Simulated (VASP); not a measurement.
# LaInRu (P4/nmm) in VASP: single point with PBE0

Aim: the single point of LaInRu with PBE0.

Program: VASP 6.6.1. These are calculated values, not measurements. Logs are shortened: lines on timing, memory, paths and dates and some standing lists are left out, and cuts for length are marked.

### Step 1. The cell of the first run

The structure is tetragonal, space group P4/nmm (No. 129). The conventional cell has a = 4.375 Å, b = 4.375 Å, c = 7.353 Å, α = 90.00°, β = 90.00°, γ = 90.00°. In (site symmetry 4mm) has 4 Ru at 2.54 Å and 4 La at 3.27 Å within 3.3 Å. La (site symmetry 4mm) has 4 Ru at 3.22 Å and 6 In at 3.27 to 3.71 Å and 4 La at 4.06 Å within 4.2 Å. Within 3.3 Å of Ru (site symmetry -4m2) lie 4 In at 2.54 Å and 4 Ru at 3.09 Å and 4 La at 3.22 Å.

### Step 2. Single point, PBE0

File POSCAR:

```
LaInRu
1.0
    4.3747000000      0.0000000000      0.0000000000
    0.0000000000      4.3747000000      0.0000000000
    0.0000000000      0.0000000000      7.3531530000
In La Ru
2 2 2
Direct
    0.2500000000      0.2500000000      0.1750000000
    0.7500000000      0.7500000000      0.8250000000
    0.2500000000      0.2500000000      0.6790000000
    0.7500000000      0.7500000000      0.3210000000
    0.7500000000      0.2500000000      0.0000000000
    0.2500000000      0.7500000000      0.0000000000
```

File INCAR.step1:

```
SYSTEM = LaInRu
PREC = Accurate ; ENCUT = 420
EDIFF = 1E-5 ; ISMEAR = -1
SIGMA = 0.1 ; LREAL = .False.
LASPH = .True. ; NELM = 200
ALGO = Normal ; ISIF = 2
LWAVE = .True. ; GGA = PE
NBANDS = 49 ; GGA_COMPAT = .False.
LMAXMIX = 6
```

File INCAR.step2:

```
SYSTEM = LaInRu
PREC = Accurate ; ENCUT = 420
EDIFF = 1E-6 ; ISMEAR = -1
SIGMA = 0.1 ; LREAL = .False.
LASPH = .True. ; NELM = 200
ALGO = Normal ; ISIF = 2
LWAVE = .False. ; LCHARG = .True.
GGA = PE ; LHFCALC = .True.
AEXX = 0.25 ; PRECFOCK = Normal
LELF = .True. ; LVHAR = .True.
ISTART = 1 ; NBANDS = 49
GGA_COMPAT = .False. ; LMAXMIX = 6
```

File KPOINTS:

```
regular mesh
0
Gamma
  3 3 1
  0 0 0
```

Potentials or basis: VASP PAW PBE potentials, release 64 (In_d, La, Ru_sv).

The run is started by

```bash
$ cat potpaw_PBE.64/In_d/POTCAR potpaw_PBE.64/La/POTCAR potpaw_PBE.64/Ru_sv/POTCAR > POTCAR
$ cp INCAR.step1 INCAR
$ mpirun -np 1 vasp_std > vasp.out
$ cp INCAR.step2 INCAR
$ mpirun -np 1 vasp_std > vasp.out
```

OUTCAR:

```text
SYSTEM = LaInRu
   PREC = Accurate
   ENCUT = 420
   EDIFF = 1E-6
   ISMEAR = -1
   LREAL = .False.
   LASPH = .True.
   NELM = 200
   ISIF = 2
   GGA = PE
   LHFCALC = .True.
   AEXX = 0.25
   PRECFOCK = Normal
   ISTART = 1

 ion  position               nearest neighbor table
   1  0.250  0.250  0.175-   5 2.54   6 2.54   6 2.54   5 2.54   4 3.27   4 3.27   4 3.27   4 3.27
                             3 3.65   3 3.71   2 4.02   2 4.02   2 4.02   2 4.02
   2  0.750  0.750  0.825-   5 2.54   6 2.54   5 2.54   6 2.54   3 3.27   3 3.27   3 3.27   3 3.27
                             4 3.65   4 3.71   1 4.02   1 4.02   1 4.02   1 4.02
   3  0.250  0.250  0.679-   5 3.22   6 3.22   6 3.22   5 3.22   2 3.27   2 3.27   2 3.27   2 3.27
                             1 3.65   1 3.71
   4  0.750  0.750  0.321-   5 3.22   6 3.22   5 3.22   6 3.22   1 3.27   1 3.27   1 3.27   1 3.27
                             2 3.65   2 3.71
   5  0.750  0.250  0.000-   1 2.54   2 2.54   2 2.54   1 2.54   3 3.22   4 3.22   4 3.22   3 3.22

   6  0.250  0.750  0.000-   1 2.54   2 2.54   1 2.54   2 2.54   3 3.22   3 3.22   4 3.22   4 3.22

  LATTYP: Found a simple tetragonal cell.
 ALAT       =     4.3747000000
 C/A-ratio  =     1.6808359430

  Lattice vectors:

 A1 = (   4.3747000000,   0.0000000000,   0.0000000000)
 A2 = (   0.0000000000,   4.3747000000,   0.0000000000)
 A3 = (   0.0000000000,   0.0000000000,   7.3531530000)

Analysis of symmetry for initial positions (statically):
=====================================================================
 Subroutine PRICEL returns:
 Original cell was already a primitive cell.

 Routine SETGRP: Setting up the symmetry group for a
 simple tetragonal supercell.

 Subroutine GETGRP returns: Found 16 space group operations
 (whereof  4 operations were pure point group operations)
 out of a pool of 16 trial point group operations.

The static configuration has the point symmetry C_2h.
 The point group associated with its full space group is D_4h.

Analysis of symmetry for dynamics (positions and initial velocities):
=====================================================================
 Subroutine PRICEL returns:
 Original cell was already a primitive cell.

 Routine SETGRP: Setting up the symmetry group for a
 simple tetragonal supercell.

 Subroutine GETGRP returns: Found 16 space group operations
 (whereof  4 operations were pure point group operations)
 out of a pool of 16 trial point group operations.

The dynamic configuration has the point symmetry C_2h.
 The point group associated with its full space group is D_4h.

 Subroutine INISYM returns: Found 16 space group operations
 (whereof  4 operations are pure point group operations),
 and found     1 'primitive' translations

----------------------------------------------------------------------------------------

                                     Primitive cell

  volume of cell :     140.7246

  direct lattice vectors                    reciprocal lattice vectors
     4.374700000  0.000000000  0.000000000     0.228587103  0.000000000  0.000000000
     0.000000000  4.374700000  0.000000000     0.000000000  0.228587103  0.000000000
     0.000000000  0.000000000  7.353153000     0.000000000  0.000000000  0.135996082

  length of vectors
     4.374700000  4.374700000  7.353153000     0.228587103  0.228587103  0.135996082

  position of ions in fractional coordinates (direct lattice)
     0.250000000  0.250000000  0.175000000
     0.750000000  0.750000000  0.825000000
     0.250000000  0.250000000  0.679000000
     0.750000000  0.750000000  0.321000000
     0.750000000  0.250000000  0.000000000
     0.250000000  0.750000000  0.000000000

  ion indices of the primitive-cell ions
   primitive index   ion index
                 1           1
                 2           2
                 3           3
                 4           4
                 5           5
                 6           6

----------------------------------------------------------------------------------------

 KPOINTS: regular mesh

Automatic generation of k-mesh.
 Grid dimensions read from file:
 generate k-points for:    3    3    1

 Generating k-lattice:

  Cartesian coordinates                     Fractional coordinates (reciprocal lattice)
     0.076195701  0.000000000  0.000000000     0.333333333  0.000000000  0.000000000
     0.000000000  0.076195701  0.000000000     0.000000000  0.333333333  0.000000000
     0.000000000  0.000000000  0.135996082     0.000000000  0.000000000  1.000000000

  Length of vectors
     0.076195701  0.076195701  0.135996082

  Shift w.r.t. Gamma in fractional coordinates (k-lattice)
     0.000000000  0.000000000  0.000000000

 Subroutine IBZKPT returns following result:
 ===========================================

 Found      3 irreducible k-points:

 Following reciprocal coordinates:
            Coordinates               Weight
  0.000000  0.000000  0.000000      1.000000
  0.333333  0.000000  0.000000      4.000000
  0.333333  0.333333  0.000000      4.000000
   k-points           NKPTS =      3   k-points in BZ     NKDIM =      9   number of bands    NBANDS=     49
   number of dos      NEDOS =    301   number of ions     NIONS =      6
   total plane-waves  NPLWV =  45000
   dimension x,y,z NGX =    30 NGY =   30 NGZ =   50
   dimension x,y,z NGXF=    60 NGYF=   60 NGZF=  100
   ions per type =               2   2   2
   NGX,Y,Z   is equivalent  to a cutoff of  11.40, 11.40, 11.30 a.u.
   NGXF,Y,Z  is equivalent  to a cutoff of  22.80, 22.80, 22.61 a.u.
 SYSTEM =  LaInRu
   PREC   = accura    normal or accurate (medium, high low for compatibility)
   ISTART =      1    job   : 0-new  1-cont  2-samecut
   ICHARG =      0    charge: 1-file 2-atom 10-const
   ISPIN  =      1    spin polarized calculation?
   LNONCOLLINEAR =      F non collinear calculations
   LSORBIT =      F    spin-orbit coupling
   LASPH  =      T    aspherical Exc in radial PAW
   ENCUT  =  420.0 eV  30.87 Ry    5.56 a.u.   7.31  7.31 12.29*2*pi/ulx,y,z
   NELM   =    200;   NELMIN=  2; NELMDL=  0     # of ELM steps
   EDIFF  = 0.1E-05   stopping-criterion for ELM
   LREAL  =      F    real-space projection
   EDIFFG = 0.1E-04   stopping-criterion for IOM
   NSW    =      0    number of steps for IOM
   IBRION =     -1    ionic relax: 0-MD 1-quasi-New 2-CG
   NFREE  =      0    steps in history (QN), initial steepest desc. (CG)
   ISIF   =      2    stress and relaxation
   ISYM   =      3    0-nonsym 1-usesym 2-fastsym
   POTIM  = 0.5000    time-step for ionic-motion
   TEBEG  =    0.0;   TEEND  =   0.0 temperature during run
   PSTRESS=    0.0 pullay stress
   NELECT =      80.0000    total number of electrons
   NUPDOWN=      -1.0000    fix difference up-down
   EMIN   =  10.00;   EMAX   =-10.00  energy-range for DOS
   EFERMI =   0.00;   METHOD = LEGACY
   ISMEAR =    -1;   SIGMA  =   0.10  broadening in eV -4-tet -1-fermi 0-gaus
   EFERMI_NEDOS =   21; number of points for ismear=-14 and -15
   IALGO  =     38    algorithm
   IMIX   =      1    mixing-type and parameters
     AMIX     =   0.40;   BMIX     =  1.00
     AMIX_MAG =   1.60;   BMIX_MAG =  1.00
  volume/ion in A,a.u.               =      23.45       158.28
  Fermi-wavevector in a.u.,A,eV,Ry     =   1.356172  2.562793 25.023869  1.839203
  Thomas-Fermi vector in A             =   2.483198
   LORBIT       =      0    0 simple, 1 ext, 2 COOP (PROOUT), +10 PAW based schemes
   GGA     = PE    functional components
   LHFCALC =     T    Hartree Fock is set to
   PRECFOCK=normal    Normal, Fast or Accurate (Low or Medium for compatibility)
   ENCUT4O =  -1.0   cutoff for four orbital integrals eV
   NKREDX  =     1    reduce k-point grid by
   NKREDY  =     1    reduce k-point grid by
   NKREDZ  =     1    reduce k-point grid by
   AEXX    =    0.2500 exact exchange contribution
   HFSCREEN=    0.0000 screening length (either q_TF or 0.3 A-1)
   HFSCREENC=   0.0000 screening length for correlation (either q_TF or 0.3 A-1)
   ENCUTFOCK=  -1.0 apply spherical cutoff to Coloumb kernel
   IVDW    =     0    specifies the selected vdW correction
   LEPSILON=     F    determine dielectric tensor
   LRPA    =     F    only Hartree local field effects (RPA)
 non-spin polarized calculation
  energy-cutoff  :      420.00
  volume of cell :      140.72
 maximum number of plane-waves:      2785
 NGX is ok and might be reduce to    30
  NGX = 24; NGY = 24; NGZ = 40

 number of electron      80.0000023 magnetization

 Free energy of the ion-electron system (eV)
  ---------------------------------------------------
  ext. energy  EPLUGINS =         0.00000000
  ---------------------------------------------------
  free energy    TOTEN  =       -41.71760190 eV

  energy without entropy =      -41.65308020  energy(sigma->0) =      -41.68534105

 E-fermi :   9.5665     XC(G=0):  -8.6535

 val. band max:        9.5661144073   @ k =   0.3333   0.0000   0.0000
 cond. band min:      10.1597180322   @ k =   0.0000   0.0000   0.0000
 fundamental gap:      0.5936036249
 Fermi energy:         9.5664598040

 k-point     1 :       0.0000    0.0000    0.0000
  band No.  band energies     occupation
      1     -66.6158      2.00000
      2     -66.5903      2.00000
      3     -35.4008      2.00000
      4     -35.4008      2.00000
      5     -35.3059      2.00000
      6     -35.2706      2.00000
[... 41 lines left out ...]
     48      13.5299      0.00000
     49      13.5965      0.00000

 k-point     2 :       0.3333    0.0000    0.0000
  band No.  band energies     occupation
      1     -66.6092      2.00000
      2     -66.5967      2.00000
      3     -35.3590      2.00000
      4     -35.3563      2.00000
      5     -35.2956      2.00000
      6     -35.2790      2.00000
[... 41 lines left out ...]
     48      13.6230      0.00000
     49      13.8695      0.00000

 k-point     3 :       0.3333    0.3333    0.0000
  band No.  band energies     occupation
      1     -66.6060      2.00000
      2     -66.5998      2.00000
      3     -35.4133      2.00000
      4     -35.3691      2.00000
      5     -35.2901      2.00000
      6     -35.2821      2.00000
[... 41 lines left out ...]
     48      13.9798      0.00000
     49      13.9964      0.00000

------------------------ aborting loop because EDIFF is reached ----------------------------------------

  FORCE on cell =-STRESS in cart. coord.  units (eV):
  Direction    XX          YY          ZZ          XY          YZ          ZX
  --------------------------------------------------------------------------------------
  -------------------------------------------------------------------------------------
  Total       10.1148445     10.1148445     10.4953166     -0.0000000      0.0000000      0.0000000
  in kB      115.1594653    115.1594653    119.4912138     -0.0000000      0.0000000      0.0000000
  external PRESSURE =     116.6033814 kB  Pullay stress =       0.0000000 kB

 VOLUME and BASIS-vectors are now :
 -----------------------------------------------------------------------------
  energy-cutoff  :      420.00
  volume of cell :      140.72
      direct lattice vectors                 reciprocal lattice vectors
     4.374700000  0.000000000  0.000000000     0.228587103  0.000000000  0.000000000
     0.000000000  4.374700000  0.000000000     0.000000000  0.228587103  0.000000000
     0.000000000  0.000000000  7.353153000     0.000000000  0.000000000  0.135996082

 POSITION                                       TOTAL-FORCE (eV/Angst)
 -----------------------------------------------------------------------------------
      1.09367      1.09367      1.28680         0.000000     -0.000000      2.284778
      3.28102      3.28102      6.06635         0.000000     -0.000000     -2.284778
      1.09367      1.09367      4.99279        -0.000000      0.000000      1.009860
      3.28102      3.28102      2.36036        -0.000000     -0.000000     -1.009860
      3.28102      1.09367      0.00000         0.000000     -0.000000     -0.000000
      1.09367      3.28102      0.00000         0.000000      0.000000      0.000000
 -----------------------------------------------------------------------------------
    total drift:                               -0.000010      0.000010      0.000006

  FREE ENERGIE OF THE ION-ELECTRON SYSTEM (eV)
  ---------------------------------------------------
  free  energy   TOTEN  =       -41.7176018961 eV

  energy  without entropy=      -41.6530802040  energy(sigma->0) =      -41.68534105
```

Wall time 10 min (1 thread of AMD EPYC 9R45 (Zen 5), shared host); peak memory 0.23 GiB.

Results:

```yaml
Free_energy: -41.7176 eV
Pressure: 11.7 GPa
Largest_force: 2.285 eV/Å
Band_gap_on_the_k_mesh: zero (bands 40 and 41 overlap by 0.59 eV)
```

Forces on the atoms (eV/Å):
```
In   0.000  0.000  2.285
In   0.000  0.000 -2.285
La   0.000  0.000  1.010
La   0.000  0.000 -1.010
Ru   0.000  0.000  0.000
Ru   0.000  0.000  0.000
```

Stress tensor (GPa, compression positive):
```
11.52  0.00  0.00
 0.00 11.52  0.00
 0.00  0.00 11.95
```

Caveat: the k points lie up to 0.85 Å⁻¹ apart, too coarse for converged energies and pressures of a metal; the PAW data sets were made with another functional, which shifts forces and pressure a little; spin-orbit coupling is left out, which moves the levels of the heavy elements.

The gap in the log of VASP goes by the Fermi energy; the results here count the filled bands.